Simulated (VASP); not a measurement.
# Rh (P6_3/mmc) in VASP: notebook

Runs on Rh. Level: LDA. Tasks: single point.

All numbers are computed with VASP 6.6.1; they aren't measurements. Logs are shortened: lines on timing, memory, paths and dates and some standing lists are left out, and cuts for length are marked.

## (1) The cell of the first run

It takes space group P6_3/mmc (No. 194, hexagonal). The conventional cell has a = 2.802 Å, b = 2.802 Å, c = 4.544 Å, α = 90.00°, β = 90.00°, γ = 120.00°. Within 3.7 Å of Rh (site symmetry -6m2) lie 12 Rh at 2.79 to 2.80 Å.

## (2) Single point, LDA

Input file INCAR:

```
PREC = Accurate
ENCUT = 520
EDIFF = 1E-7
ISMEAR = -1
SIGMA = 0.1
LREAL = F
LASPH = T
NELM = 60
ALGO = Normal
ISIF = 2
LWAVE = F
LCHARG = T
GGA = CA
LELF = T
LVHAR = T
NBANDS = 22
```

Input file KPOINTS:

```
Automatic mesh
0
Gamma
  10 10 5
```

Input file POSCAR:

```
Rh
1.0
    2.8019460665      0.0000000000      0.0000000000
   -1.4009730333      2.4265584669      0.0000000000
    0.0000000000      0.0000000000      4.5435668281
Rh
2
Direct
    0.6666666667      0.3333333333      0.7500000000
    0.3333333333      0.6666666667      0.2500000000
```

Potentials or basis: VASP PAW LDA potentials, release 64 (Rh_pv).

Run with:

```sh
$ cat potpaw_LDA.64/Rh_pv/POTCAR > POTCAR
$ mpirun -np 1 vasp_std > vasp.out
```

OUTCAR:

```text
PREC = Accurate
   ENCUT = 520
   EDIFF = 1E-7
   ISMEAR = -1
   LREAL = F
   LASPH = T
   NELM = 60
   ISIF = 2
   GGA = CA

 ion  position               nearest neighbor table
   1  0.667  0.333  0.750-   2 2.79   2 2.79   2 2.79   2 2.79   2 2.79   2 2.79
   2  0.333  0.667  0.250-   1 2.79   1 2.79   1 2.79   1 2.79   1 2.79   1 2.79

  LATTYP: Found a hexagonal cell.
 ALAT       =     2.8019460665
 C/A-ratio  =     1.6215754052

  Lattice vectors:

 A1 = (   2.8019460665,   0.0000000000,   0.0000000000)
 A2 = (  -1.4009730333,   2.4265584669,   0.0000000000)
 A3 = (   0.0000000000,   0.0000000000,   4.5435668281)

Analysis of symmetry for initial positions (statically):
=====================================================================
 Subroutine PRICEL returns:
 Original cell was already a primitive cell.

 Routine SETGRP: Setting up the symmetry group for a
 hexagonal supercell.

 Subroutine GETGRP returns: Found 24 space group operations
 (whereof 12 operations were pure point group operations)
 out of a pool of 24 trial point group operations.

The static configuration has the point symmetry D_3d.
 The point group associated with its full space group is D_6h.

Analysis of symmetry for dynamics (positions and initial velocities):
=====================================================================
 Subroutine PRICEL returns:
 Original cell was already a primitive cell.

 Routine SETGRP: Setting up the symmetry group for a
 hexagonal supercell.

 Subroutine GETGRP returns: Found 24 space group operations
 (whereof 12 operations were pure point group operations)
 out of a pool of 24 trial point group operations.

The dynamic configuration has the point symmetry D_3d.
 The point group associated with its full space group is D_6h.

 Subroutine INISYM returns: Found 24 space group operations
 (whereof 12 operations are pure point group operations),
 and found     1 'primitive' translations

----------------------------------------------------------------------------------------

                                     Primitive cell

  volume of cell :      30.8921

  direct lattice vectors                    reciprocal lattice vectors
     2.801946067  0.000000000  0.000000000     0.356894807  0.206053144  0.000000000
    -1.400973033  2.426558467  0.000000000     0.000000000  0.412106287  0.000000000
     0.000000000  0.000000000  4.543566828     0.000000000  0.000000000  0.220091403

  length of vectors
     2.801946067  2.801947793  4.543566828     0.412106541  0.412106287  0.220091403

  position of ions in fractional coordinates (direct lattice)
     0.666666667  0.333333333  0.750000000
     0.333333333  0.666666667  0.250000000

  ion indices of the primitive-cell ions
   primitive index   ion index
                 1           1
                 2           2

----------------------------------------------------------------------------------------

 KPOINTS: Automatic mesh

Automatic generation of k-mesh.
 Grid dimensions read from file:
 generate k-points for:   10   10    5

 Generating k-lattice:

  Cartesian coordinates                     Fractional coordinates (reciprocal lattice)
     0.035689481  0.020605314  0.000000000     0.100000000  0.000000000  0.000000000
     0.000000000  0.041210629  0.000000000     0.000000000  0.100000000  0.000000000
     0.000000000  0.000000000  0.044018281     0.000000000  0.000000000  0.200000000

  Length of vectors
     0.041210654  0.041210629  0.044018281

  Shift w.r.t. Gamma in fractional coordinates (k-lattice)
     0.000000000  0.000000000  0.000000000

 Subroutine IBZKPT returns following result:
 ===========================================

 Found     42 irreducible k-points:

 Following reciprocal coordinates:
            Coordinates               Weight
  0.000000  0.000000  0.000000      1.000000
  0.100000  0.000000  0.000000      6.000000
  0.200000  0.000000  0.000000      6.000000
  0.300000  0.000000  0.000000      6.000000
  0.400000 -0.000000  0.000000      6.000000
  0.500000  0.000000  0.000000      3.000000
[... 16 lines left out ...]
  0.300000  0.100000  0.200000     24.000000
  0.400000  0.100000  0.200000     24.000000
 [... further k-points ...]
   k-points           NKPTS =     42   k-points in BZ     NKDIM =     42   number of bands    NBANDS=     22
   number of dos      NEDOS =    301   number of ions     NIONS =      2
   total plane-waves  NPLWV =  20736
   dimension x,y,z NGX =    24 NGY =   24 NGZ =   36
   dimension x,y,z NGXF=    48 NGYF=   48 NGZF=   72
   ions per type =               2
   NGX,Y,Z   is equivalent  to a cutoff of  14.24, 14.24, 13.17 a.u.
   NGXF,Y,Z  is equivalent  to a cutoff of  28.48, 28.48, 26.34 a.u.
 SYSTEM =  unknown system
   PREC   = accura    normal or accurate (medium, high low for compatibility)
   ISTART =      0    job   : 0-new  1-cont  2-samecut
   ICHARG =      2    charge: 1-file 2-atom 10-const
   ISPIN  =      1    spin polarized calculation?
   LNONCOLLINEAR =      F non collinear calculations
   LSORBIT =      F    spin-orbit coupling
   LASPH  =      T    aspherical Exc in radial PAW
   ENCUT  =  520.0 eV  38.22 Ry    6.18 a.u.   5.21  5.21  8.45*2*pi/ulx,y,z
   NELM   =     60;   NELMIN=  2; NELMDL= -5     # of ELM steps
   EDIFF  = 0.1E-06   stopping-criterion for ELM
   LREAL  =      F    real-space projection
   EDIFFG = 0.1E-05   stopping-criterion for IOM
   NSW    =      0    number of steps for IOM
   IBRION =     -1    ionic relax: 0-MD 1-quasi-New 2-CG
   NFREE  =      0    steps in history (QN), initial steepest desc. (CG)
   ISIF   =      2    stress and relaxation
   ISYM   =      2    0-nonsym 1-usesym 2-fastsym
   POTIM  = 0.5000    time-step for ionic-motion
   TEBEG  =    0.0;   TEEND  =   0.0 temperature during run
   PSTRESS=    0.0 pullay stress
   NELECT =      30.0000    total number of electrons
   NUPDOWN=      -1.0000    fix difference up-down
   EMIN   =  10.00;   EMAX   =-10.00  energy-range for DOS
   EFERMI =   0.00;   METHOD = LEGACY
   ISMEAR =    -1;   SIGMA  =   0.10  broadening in eV -4-tet -1-fermi 0-gaus
   EFERMI_NEDOS =   21; number of points for ismear=-14 and -15
   IALGO  =     38    algorithm
   IMIX   =      4    mixing-type and parameters
     AMIX     =   0.40;   BMIX     =  1.00
     AMIX_MAG =   1.60;   BMIX_MAG =  1.00
  volume/ion in A,a.u.               =      15.45       104.24
  Fermi-wavevector in a.u.,A,eV,Ry     =   1.621186  3.063597 35.759418  2.628243
  Thomas-Fermi vector in A             =   2.715003
   LORBIT       =      0    0 simple, 1 ext, 2 COOP (PROOUT), +10 PAW based schemes
   GGA     = CA    functional components
   LHFCALC =     F    Hartree Fock is set to
   AEXX    =    0.0000 exact exchange contribution
   IVDW    =     0    specifies the selected vdW correction
   LEPSILON=     F    determine dielectric tensor
   LRPA    =     F    only Hartree local field effects (RPA)
 non-spin polarized calculation
  energy-cutoff  :      520.00
  volume of cell :       30.89
 maximum number of plane-waves:       848
 NGX is ok and might be reduce to    24
   NGX = 11   NGY = 11   NGZ = 17

 number of electron      29.9999998 magnetization

 Free energy of the ion-electron system (eV)
  ---------------------------------------------------
  ext. energy  EPLUGINS =         0.00000000
  ---------------------------------------------------
  free energy    TOTEN  =       -16.85190734 eV

  energy without entropy =      -16.71309236  energy(sigma->0) =      -16.78249985

 E-fermi :   9.7456     XC(G=0): -13.6212

 val. band max:        9.7209704832   @ k =   0.4000   0.2000   0.2000
 cond. band min:       9.7458931598   @ k =   0.3000   0.1000   0.4000
 fundamental gap:      0.0249226765
 Fermi energy:         9.7455653466

 k-point     1 :       0.0000    0.0000    0.0000
  band No.  band energies     occupation
      1     -36.7771      2.00000
      2     -36.3425      2.00000
      3     -36.3425      2.00000
      4     -36.2725      2.00000
      5     -36.2694      2.00000
      6     -36.2694      2.00000
[... 14 lines left out ...]
     21      27.6252      0.00000
     22      28.1341      0.00000

 k-point     2 :       0.1000    0.0000    0.0000
  band No.  band energies     occupation
      1     -36.7616      2.00000
      2     -36.3776      2.00000
      3     -36.3539      2.00000
      4     -36.3058      2.00000
      5     -36.2790      2.00000
      6     -36.2753      2.00000
[... 14 lines left out ...]
     21      27.8980      0.00000
     22      27.9609      0.00000

 k-point     3 :       0.2000    0.0000    0.0000
  band No.  band energies     occupation
      1     -36.7182      2.00000
      2     -36.4698      2.00000
      3     -36.3996      2.00000
      4     -36.3828      2.00000
      5     -36.2989      2.00000
      6     -36.2915      2.00000
[... 14 lines left out ...]
     21      26.7458      0.00000
     22      27.7150      0.00000

 k-point     4 :       0.3000    0.0000    0.0000
  band No.  band energies     occupation
      1     -36.6564      2.00000
      2     -36.5841      2.00000
      3     -36.5125      2.00000
      4     -36.4174      2.00000
      5     -36.3316      2.00000
      6     -36.3125      2.00000
[... 14 lines left out ...]
     21      24.4885      0.00000
     22      25.7902      0.00000

 k-point     5 :       0.4000   -0.0000    0.0000
  band No.  band energies     occupation
      1     -36.6768      2.00000
      2     -36.6015      2.00000
      3     -36.5925      2.00000
      4     -36.4447      2.00000
      5     -36.3719      2.00000
      6     -36.3300      2.00000
[... 417 lines left out ...]
 k-point    22 :       0.2000    0.1000    0.2000
  band No.  band energies     occupation
      1     -36.6693      2.00000
      2     -36.5147      2.00000
      3     -36.4902      2.00000
      4     -36.4013      2.00000
      5     -36.3318      2.00000
      6     -36.3208      2.00000
[... 14 lines left out ...]
     21      24.3378      0.00000
     22      25.9924      0.00000

 k-point    23 :       0.3000    0.1000    0.2000
  band No.  band energies     occupation
      1     -36.6777      2.00000
      2     -36.6028      2.00000
      3     -36.5293      2.00000
      4     -36.4384      2.00000
      5     -36.3648      2.00000
      6     -36.3425      2.00000
[... 14 lines left out ...]
     21      22.7478      0.00000
     22      24.0358      0.00000

 k-point    24 :       0.4000    0.1000    0.2000
  band No.  band energies     occupation
      1     -36.7188      2.00000
      2     -36.6515      2.00000
      3     -36.5179      2.00000
      4     -36.4535      2.00000
      5     -36.3941      2.00000
      6     -36.3590      2.00000
[... 14 lines left out ...]
     21      21.7447      0.00000
     22      23.6266      0.00000

 [... further k-points ...]

------------------------ aborting loop because EDIFF is reached ----------------------------------------

  FORCE on cell =-STRESS in cart. coord.  units (eV):
  Direction    XX          YY          ZZ          XY          YZ          ZX
  --------------------------------------------------------------------------------------
  -------------------------------------------------------------------------------------
  Total       -5.9678965     -5.9679063     -6.1147879      0.0000000      0.0000000      0.0000000
  in kB     -309.5169336   -309.5174421   -317.1352566      0.0000000      0.0000000      0.0000000
  external PRESSURE =    -312.0565441 kB  Pullay stress =       0.0000000 kB

 VOLUME and BASIS-vectors are now :
 -----------------------------------------------------------------------------
  energy-cutoff  :      520.00
  volume of cell :       30.89
      direct lattice vectors                 reciprocal lattice vectors
     2.801946067  0.000000000  0.000000000     0.356894807  0.206053144  0.000000000
    -1.400973033  2.426558467  0.000000000     0.000000000  0.412106287  0.000000000
     0.000000000  0.000000000  4.543566828     0.000000000  0.000000000  0.220091403

 POSITION                                       TOTAL-FORCE (eV/Angst)
 -----------------------------------------------------------------------------------
      1.40097      0.80885      3.40768        -0.000000      0.000000      0.000000
     -0.00000      1.61771      1.13589         0.000000     -0.000000      0.000000
 -----------------------------------------------------------------------------------
    total drift:                                0.000000     -0.000000      0.000000

  FREE ENERGIE OF THE ION-ELECTRON SYSTEM (eV)
  ---------------------------------------------------
  free  energy   TOTEN  =       -16.8519073402 eV

  energy  without entropy=      -16.7130923607  energy(sigma->0) =      -16.78249985
```

It took 32 s on 1 thread of AMD EPYC 7R43 (Zen 3), shared host; peak memory 0.11 GiB.

What came out:

| Quantity | Value |
| --- | --- |
| Free energy | -16.8519 eV |
| Pressure | -31.2 GPa |
| Band gap on the k mesh | zero (band 15 reaches 10.27 eV, above the bottom of band 16 at 8.36 eV) |

Stress tensor (GPa, compression positive):
```
-30.95   0.00   0.00
  0.00 -30.95   0.00
  0.00   0.00 -31.71
```

Levels at points of the mesh, in eV from the Fermi level:
```csv
k point,band 13,band 14,band 15,band 16,band 17,band 18
"(0.00, 0.00, 0.00)",-2.11,-1.57,-1.57,0.14,0.14,0.83
"(0.50, 0.00, 0.00)",-1.80,0.36,0.52,0.61,2.71,4.55
```

## (3) Single point, LDA

This run uses another cell than the first one, of 16.02 Å³/atom, 1.037 times its volume.

Input file INCAR:

```
SYSTEM = Rh
  PREC = Accurate
  ENCUT = 520
  EDIFF = 1E-6
  ISMEAR = -1
  SIGMA = 0.1
  LREAL = .FALSE.
  LASPH = .TRUE.
  NELM = 60
  ALGO = Normal
  ISIF = 2
  LWAVE = .FALSE.
  LCHARG = .FALSE.
  GGA = CA
  NBANDS = 22
```

Input file KPOINTS:

```
regular mesh
0
G
  10 10 5
  0 0 0
```

Input file POSCAR:

```
Rh
1.0
    2.8361195085      0.0000000000      0.0000000000
   -1.4180597542      2.4561535601      0.0000000000
    0.0000000000      0.0000000000      4.5989816410
Rh
2
Direct
    0.6666666667      0.3333333333      0.7500000000
    0.3333333333      0.6666666667      0.2500000000
```

Potentials or basis: VASP PAW LDA potentials, release 64 (Rh_pv).

Run with:

```sh
$ cat potpaw_LDA.64/Rh_pv/POTCAR > POTCAR
$ mpirun -np 1 vasp_std > vasp.out
```

It took 27 s on 1 thread of AMD EPYC 7R43 (Zen 3), shared host; peak memory 0.11 GiB.

Results (log left out):

| Property | Result |
| --- | --- |
| Free energy | -16.6142 eV |
| Pressure | -35.4 GPa |
| Band gap on the k mesh | zero (band 15 reaches 9.65 eV, above the bottom of band 16 at 7.85 eV) |

Stress tensor (GPa, compression positive):
```
-35.08   0.00   0.00
  0.00 -35.08   0.00
  0.00   0.00 -35.96
```

Levels at points of the mesh, in eV from the Fermi level:
```csv
k point,band 11,band 12,band 13,band 14,band 15,band 16,band 17,band 18,band 19,band 20
"(0.00, 0.00, 0.00)",-2.39,-1.99,-1.99,-1.48,-1.48,0.13,0.13,0.89,7.15,15.79
"(0.50, 0.00, 0.00)",-2.14,-1.79,-1.69,0.34,0.49,0.58,2.62,4.39,9.19,9.66
```
